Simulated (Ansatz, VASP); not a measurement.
**BaTiO3: VASP beside Ansatz**

```
CELL_PARAMETERS angstrom
4.08745 0.00000 0.00000
0.00000 4.08745 0.00000
0.00000 0.00000 4.00730
ATOMIC_POSITIONS crystal
Ba 0.50000 0.50000 0.50000
Ti 0.00000 0.00000 0.00000
O 0.50000 0.00000 0.00000
O 0.00000 0.50000 0.00000
O 0.00000 0.00000 0.50000
```

Change from the starting cell: equal xx and yy strain of +2 %, crystal datasets.

Alike in both runs: task electric field gradients; functional LDA; k mesh 8 × 8 × 8; occupations fermi-dirac, width 0.05 eV; no spin polarisation.

|  | VASP | Ansatz |
| --- | --- | --- |
| version | VASP 6.6.1 | Ansatz 0.2.0 |
| potentials or method | VASP PAW LDA potentials, release 64 (Ba_sv, Ti_sv, O), cutoff 520 eV | all-electron PAW with datasets made for the crystal, scalar-relativistic |

```csv
,VASP,Ansatz,Ansatz less VASP
pressure (GPa),-13.1,-14.8,-1.70
"traceless stress, the component that is largest in VASP (GPa)",2.05,1.97,-0.078
size of Vzz on the site where it differs most (V/Å²),18.9,19.4,+0.51
```

LDA's correlation is that of Perdew and Zunger in VASP and of Perdew and Wang (1992) in Ansatz. Ansatz ran all-electron here, and VASP with PAW potentials.

Spin-orbit coupling is off throughout.
